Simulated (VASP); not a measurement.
# Nb16H (a cell with a defect) in VASP: single point with PBEsol

Aim: the single point of Nb16H (a cell with a defect) with PBEsol.

Program: VASP 6.6.1. These are calculated values, not measurements. Logs are shortened: lines on timing, memory, paths and dates and some standing lists are left out, and cuts for length are marked.

### Step 1. The cell of the first run

The cell holds a defect, 17 atoms: a = 6.600 Å, b = 6.600 Å, c = 6.600 Å, α = 90.00°, β = 90.00°, γ = 90.00°.

### Step 2. Single point, PBEsol

INCAR

```
  PREC = Accurate
  ENCUT = 520
  EDIFF = 1E-7
  ISMEAR = -1
  SIGMA = 0.15
  LREAL = Auto
  LASPH = T
  NELM = 60
  ALGO = Normal
  ISIF = 2
  LWAVE = F
  LCHARG = F
  GGA = PS
  NBANDS = 118
```

KPOINTS

```
regular mesh
0
Gamma
  3 3 3
```

POSCAR

```
Nb16H
1.0
    6.6000000000      0.0000000000      0.0000000000
    0.0000000000      6.6000000000      0.0000000000
    0.0000000000      0.0000000000      6.6000000000
Nb H
16 1
Direct
    0.0054570998      0.0001376367      0.0068501188
    0.4995239147      0.0001425017      0.0006080328
   -0.0017666954      0.5001351964     -0.0006437221
    0.0055038509      0.0001375629      0.4923499088
    0.2519898708      0.2500464929      0.2496131422
    0.4975899583      0.5001487975     -0.0004137649
    0.4995324669      0.0001425690      0.4986519425
    0.7513590262      0.2498772935      0.2496458151
   -0.0017360954      0.5001369602      0.4999131073
    0.2519942773      0.7502193313      0.2496135685
    0.2500853155      0.2510975439      0.7496267114
    0.4975998144      0.5001497750      0.4997169131
    0.7513703946      0.7504026523      0.2496473813
    0.7440866256      0.2574360715      0.7496360199
    0.2500900795      0.7491854294      0.7496271933
    0.7441076312      0.7428742228      0.7496365222
    0.8747145752      0.0001883129      0.7495548798
```

Potentials or basis: VASP PAW PBE potentials, release 64 (Nb_sv, H).

On the command line:

```bash
cat potpaw_PBE.64/Nb_sv/POTCAR potpaw_PBE.64/H/POTCAR > POTCAR
mpirun -np 1 vasp_std > vasp.out
```

OUTCAR:

```text
PREC = Accurate
   ENCUT = 520
   EDIFF = 1E-7
   ISMEAR = -1
   LREAL = Auto
   LASPH = T
   NELM = 60
   ISIF = 2
   GGA = PS

 ion  position               nearest neighbor table
   1  0.005  0.000  0.007-  17 1.90   5 2.82  10 2.82  13 2.85   8 2.85  15 2.87  11 2.87  16 2.96
                            14 2.96
   2  0.500  0.000  0.001-   5 2.84  10 2.84   8 2.86  13 2.86  15 2.86  11 2.86  16 2.87  14 2.87

   3  0.998  0.500  0.999-  14 2.85  16 2.85  13 2.85   8 2.85  11 2.86  15 2.86   5 2.87  10 2.87

   4  0.006  0.000  0.492-  17 1.90   5 2.82  10 2.82  13 2.85   8 2.85  15 2.87  11 2.87  16 2.96
                            14 2.96
   5  0.252  0.250  0.250-   4 2.82   1 2.82   6 2.84  12 2.84   2 2.84   7 2.84   3 2.87   9 2.87

   6  0.498  0.500  1.000-  14 2.82  16 2.82  10 2.84   5 2.84  15 2.84  11 2.84  13 2.87   8 2.87

   7  0.500  0.000  0.499-   5 2.84  10 2.84   8 2.86  13 2.86  15 2.86  11 2.86  16 2.87  14 2.87

   8  0.751  0.250  0.250-   4 2.85   1 2.85   3 2.85   9 2.85   7 2.86   2 2.86   6 2.87  12 2.87

   9  0.998  0.500  0.500-  14 2.85  16 2.85  13 2.85   8 2.85  11 2.86  15 2.86  10 2.87   5 2.87

  10  0.252  0.750  0.250-   4 2.82   1 2.82   6 2.84  12 2.84   2 2.84   7 2.84   3 2.87   9 2.87

  11  0.250  0.251  0.750-  12 2.84   6 2.84   9 2.86   3 2.86   2 2.86   7 2.86   1 2.87   4 2.87

  12  0.498  0.500  0.500-  14 2.82  16 2.82  10 2.84   5 2.84  15 2.84  11 2.84  13 2.87   8 2.87

  13  0.751  0.750  0.250-   4 2.85   1 2.85   3 2.85   9 2.85   7 2.86   2 2.86  12 2.87   6 2.87

  14  0.744  0.257  0.750-  17 1.90  12 2.82   6 2.82   3 2.85   9 2.85   2 2.87   7 2.87   1 2.96
                             4 2.96
  15  0.250  0.749  0.750-  12 2.84   6 2.84   9 2.86   3 2.86   2 2.86   7 2.86   1 2.87   4 2.87

  16  0.744  0.743  0.750-  17 1.90  12 2.82   6 2.82   3 2.85   9 2.85   2 2.87   7 2.87   1 2.96
                             4 2.96
  17  0.875  0.000  0.750-  14 1.90   4 1.90  16 1.90   1 1.90

  LATTYP: Found a simple cubic cell.
 ALAT       =     6.6000000000

  Lattice vectors:

 A1 = (   6.6000000000,   0.0000000000,   0.0000000000)
 A2 = (   0.0000000000,   6.6000000000,   0.0000000000)
 A3 = (   0.0000000000,   0.0000000000,   6.6000000000)

Analysis of symmetry for initial positions (statically):
=====================================================================
 Subroutine PRICEL returns:
 Original cell was already a primitive cell.

 Routine SETGRP: Setting up the symmetry group for a
 simple cubic supercell.

 Subroutine GETGRP returns: Found  1 space group operations
 (whereof  1 operations were pure point group operations)
 out of a pool of 48 trial point group operations.

The static configuration has the point symmetry C_1 .

Analysis of symmetry for dynamics (positions and initial velocities):
=====================================================================
 Subroutine PRICEL returns:
 Original cell was already a primitive cell.

 Routine SETGRP: Setting up the symmetry group for a
 simple cubic supercell.

 Subroutine GETGRP returns: Found  1 space group operations
 (whereof  1 operations were pure point group operations)
 out of a pool of 48 trial point group operations.

The dynamic configuration has the point symmetry C_1 .

 Subroutine INISYM returns: Found  1 space group operations
 (whereof  1 operations are pure point group operations),
 and found     1 'primitive' translations

----------------------------------------------------------------------------------------

                                     Primitive cell

  volume of cell :     287.4960

  direct lattice vectors                    reciprocal lattice vectors
     6.600000000  0.000000000  0.000000000     0.151515152  0.000000000  0.000000000
     0.000000000  6.600000000  0.000000000     0.000000000  0.151515152  0.000000000
     0.000000000  0.000000000  6.600000000     0.000000000  0.000000000  0.151515152

  length of vectors
     6.600000000  6.600000000  6.600000000     0.151515152  0.151515152  0.151515152

  position of ions in fractional coordinates (direct lattice)
     0.005457100  0.000137637  0.006850119
     0.499523915  0.000142502  0.000608033
     0.998233305  0.500135196  0.999356278
     0.005503851  0.000137563  0.492349909
     0.251989871  0.250046493  0.249613142
     0.497589958  0.500148798  0.999586235
[... 9 lines left out ...]
     0.744107631  0.742874223  0.749636522
     0.874714575  0.000188313  0.749554880

  ion indices of the primitive-cell ions
   primitive index   ion index
                 1           1
                 2           2
                 3           3
                 4           4
                 5           5
                 6           6
[... 9 lines left out ...]
                16          16
                17          17

----------------------------------------------------------------------------------------

 KPOINTS: regular mesh

Automatic generation of k-mesh.
 Grid dimensions read from file:
 generate k-points for:    3    3    3

 Generating k-lattice:

  Cartesian coordinates                     Fractional coordinates (reciprocal lattice)
     0.050505051  0.000000000  0.000000000     0.333333333  0.000000000  0.000000000
     0.000000000  0.050505051  0.000000000     0.000000000  0.333333333  0.000000000
     0.000000000  0.000000000  0.050505051     0.000000000  0.000000000  0.333333333

  Length of vectors
     0.050505051  0.050505051  0.050505051

  Shift w.r.t. Gamma in fractional coordinates (k-lattice)
     0.000000000  0.000000000  0.000000000

 Subroutine IBZKPT returns following result:
 ===========================================

 Found     14 irreducible k-points:

 Following reciprocal coordinates:
            Coordinates               Weight
  0.000000  0.000000  0.000000      1.000000
  0.333333  0.000000  0.000000      2.000000
  0.000000  0.333333  0.000000      2.000000
  0.000000  0.000000  0.333333      2.000000
  0.333333  0.333333  0.000000      2.000000
  0.000000  0.333333  0.333333      2.000000
  0.333333  0.000000  0.333333      2.000000
 -0.333333  0.333333  0.000000      2.000000
 -0.333333  0.000000  0.333333      2.000000
  0.000000 -0.333333  0.333333      2.000000
  0.333333  0.333333  0.333333      2.000000
 -0.333333  0.333333  0.333333      2.000000
 -0.333333 -0.333333  0.333333      2.000000
  0.333333 -0.333333  0.333333      2.000000
   k-points           NKPTS =     14   k-points in BZ     NKDIM =     14   number of bands    NBANDS=    118
   number of dos      NEDOS =    301   number of ions     NIONS =     17
   total plane-waves  NPLWV = 125000
   dimension x,y,z NGX =    50 NGY =   50 NGZ =   50
   dimension x,y,z NGXF=   100 NGYF=  100 NGZF=  100
   ions per type =              16   1
   NGX,Y,Z   is equivalent  to a cutoff of  12.59, 12.59, 12.59 a.u.
   NGXF,Y,Z  is equivalent  to a cutoff of  25.19, 25.19, 25.19 a.u.
 SYSTEM =  unknown system
   PREC   = accura    normal or accurate (medium, high low for compatibility)
   ISTART =      0    job   : 0-new  1-cont  2-samecut
   ICHARG =      2    charge: 1-file 2-atom 10-const
   ISPIN  =      1    spin polarized calculation?
   LNONCOLLINEAR =      F non collinear calculations
   LSORBIT =      F    spin-orbit coupling
   LASPH  =      T    aspherical Exc in radial PAW
   ENCUT  =  520.0 eV  38.22 Ry    6.18 a.u.  12.27 12.27 12.27*2*pi/ulx,y,z
   NELM   =     60;   NELMIN=  2; NELMDL= -5     # of ELM steps
   EDIFF  = 0.1E-06   stopping-criterion for ELM
   LREAL  =      T    real-space projection
   EDIFFG = 0.1E-05   stopping-criterion for IOM
   NSW    =      0    number of steps for IOM
   IBRION =     -1    ionic relax: 0-MD 1-quasi-New 2-CG
   NFREE  =      0    steps in history (QN), initial steepest desc. (CG)
   ISIF   =      2    stress and relaxation
   ISYM   =      2    0-nonsym 1-usesym 2-fastsym
   POTIM  = 0.5000    time-step for ionic-motion
   TEBEG  =    0.0;   TEEND  =   0.0 temperature during run
   PSTRESS=    0.0 pullay stress
   NELECT =     209.0000    total number of electrons
   NUPDOWN=      -1.0000    fix difference up-down
   EMIN   =  10.00;   EMAX   =-10.00  energy-range for DOS
   EFERMI =   0.00;   METHOD = LEGACY
   ISMEAR =    -1;   SIGMA  =   0.15  broadening in eV -4-tet -1-fermi 0-gaus
   EFERMI_NEDOS =   21; number of points for ismear=-14 and -15
   IALGO  =     38    algorithm
   IMIX   =      4    mixing-type and parameters
     AMIX     =   0.40;   BMIX     =  1.00
     AMIX_MAG =   1.60;   BMIX_MAG =  1.00
  volume/ion in A,a.u.               =      16.91       114.12
  Fermi-wavevector in a.u.,A,eV,Ry     =   1.472018  2.781710 29.481589  2.166836
  Thomas-Fermi vector in A             =   2.587083
   LORBIT       =      0    0 simple, 1 ext, 2 COOP (PROOUT), +10 PAW based schemes
   GGA     = PS    functional components
   LHFCALC =     F    Hartree Fock is set to
   AEXX    =    0.0000 exact exchange contribution
   IVDW    =     0    specifies the selected vdW correction
   LEPSILON=     F    determine dielectric tensor
   LRPA    =     F    only Hartree local field effects (RPA)
 non-spin polarized calculation
  energy-cutoff  :      520.00
  volume of cell :      287.50
 maximum number of plane-waves:      7809
 NGX is ok and might be reduce to    50
   NGX = 25   NGY = 25   NGZ = 25

 number of electron     209.0000021 magnetization

 Free energy of the ion-electron system (eV)
  ---------------------------------------------------
  ext. energy  EPLUGINS =         0.00000000
  ---------------------------------------------------
  free energy    TOTEN  =      -179.85956419 eV

  energy without entropy =     -178.51990159  energy(sigma->0) =     -179.18973289

 E-fermi :  11.1833     XC(G=0): -12.6740

 val. band max:       11.1450151348   @ k =   0.3333   0.0000   0.3333
 cond. band min:      11.2718648265   @ k =   0.3333   0.0000   0.3333
 fundamental gap:      0.1268496917
 Fermi energy:        11.1833447067

 k-point     1 :       0.0000    0.0000    0.0000
  band No.  band energies     occupation
      1     -43.1236      2.00000
      2     -42.9306      2.00000
      3     -42.9145      2.00000
      4     -42.9145      2.00000
      5     -42.9008      2.00000
      6     -42.8945      2.00000
[... 108 lines left out ...]
    115      13.3947      0.00000
    116      13.3979      0.00000

 k-point     2 :       0.3333    0.0000    0.0000
  band No.  band energies     occupation
      1     -43.0919      2.00000
      2     -43.0063      2.00000
      3     -42.9142      2.00000
      4     -42.9123      2.00000
      5     -42.9122      2.00000
      6     -42.8922      2.00000
[... 1420 lines left out ...]
 k-point    14 :       0.3333   -0.3333    0.3333
  band No.  band energies     occupation
      1     -43.0390      2.00000
      2     -42.9825      2.00000
      3     -42.9720      2.00000
      4     -42.9628      2.00000
      5     -42.9308      2.00000
      6     -42.9230      2.00000
[... 108 lines left out ...]
    115      13.5316      0.00000
    116      13.5619      0.00000
 [bands above 116 left out]

------------------------ aborting loop because EDIFF is reached ----------------------------------------

  FORCE on cell =-STRESS in cart. coord.  units (eV):
  Direction    XX          YY          ZZ          XY          YZ          ZX
  --------------------------------------------------------------------------------------
  -------------------------------------------------------------------------------------
  Total       -5.4496189     -5.1168267     -5.1212526     -0.0011274      0.0003600     -0.0026053
  in kB      -30.3700083    -28.5154013    -28.5400659     -0.0062830      0.0020063     -0.0145191
  external PRESSURE =     -29.1418251 kB  Pullay stress =       0.0000000 kB

 VOLUME and BASIS-vectors are now :
 -----------------------------------------------------------------------------
  energy-cutoff  :      520.00
  volume of cell :      287.50
      direct lattice vectors                 reciprocal lattice vectors
     6.600000000  0.000000000  0.000000000     0.151515152  0.000000000  0.000000000
     0.000000000  6.600000000  0.000000000     0.000000000  0.151515152  0.000000000
     0.000000000  0.000000000  6.600000000     0.000000000  0.000000000  0.151515152

 POSITION                                       TOTAL-FORCE (eV/Angst)
 -----------------------------------------------------------------------------------
      0.03602      0.00091      0.04521         0.001056      0.000169      0.001231
      3.29686      0.00094      0.00401        -0.001375     -0.000237     -0.002134
      6.58834      3.30089      6.59575         0.001702      0.000206      0.001788
      0.03633      0.00091      3.24951         0.000310      0.000342     -0.000742
      1.66313      1.65031      1.64745        -0.003677      0.000699      0.000338
      3.28409      3.30098      6.59727         0.002707     -0.000169     -0.000957
[... 9 lines left out ...]
      4.91111      4.90297      4.94760         0.000417      0.000512      0.000183
      5.77312      0.00124      4.94706         0.001354     -0.001262      0.001675
 -----------------------------------------------------------------------------------
    total drift:                               -0.007208     -0.000901     -0.000963

  FREE ENERGIE OF THE ION-ELECTRON SYSTEM (eV)
  ---------------------------------------------------
  free  energy   TOTEN  =      -179.8595641940 eV

  energy  without entropy=     -178.5199015898  energy(sigma->0) =     -179.18973289
```

Run time: 15 min. Hardware: 1 thread of Intel Xeon Platinum 8559C (Emerald Rapids), shared host; peak memory 0.52 GiB.

Results:

| Item | Value |
| --- | --- |
| Free energy | -179.8596 eV |
| Pressure | -2.9 GPa |
| Largest force | 0.004 eV/Å |
| Band gap on the k mesh | zero (an odd number of electrons rules out a gap without spin polarisation) |

Forces in eV/Å, atoms in the order of the input:
```
Nb   0.001  0.000  0.001
Nb  -0.001  0.000 -0.002
Nb   0.002  0.000  0.002
Nb   0.000  0.000 -0.001
Nb  -0.004  0.001  0.000
Nb   0.003  0.000 -0.001
Nb  -0.002  0.000  0.001
Nb  -0.003  0.001  0.000
Nb   0.001  0.000 -0.002
Nb  -0.004  0.000  0.000
Nb   0.002 -0.001  0.000
Nb   0.003  0.000  0.000
Nb  -0.003 -0.001 -0.001
Nb   0.001  0.000  0.000
Nb   0.002  0.002  0.001
Nb   0.000  0.001  0.000
H    0.001 -0.001  0.002
```

Stress tensor (GPa, compression positive):
```
-3.04  0.00  0.00
 0.00 -2.85  0.00
 0.00  0.00 -2.85
```

Caveat: the PAW data sets were made with another functional, which shifts forces and pressure a little.

The gap in the log of VASP goes by the Fermi energy; the results here count the filled bands.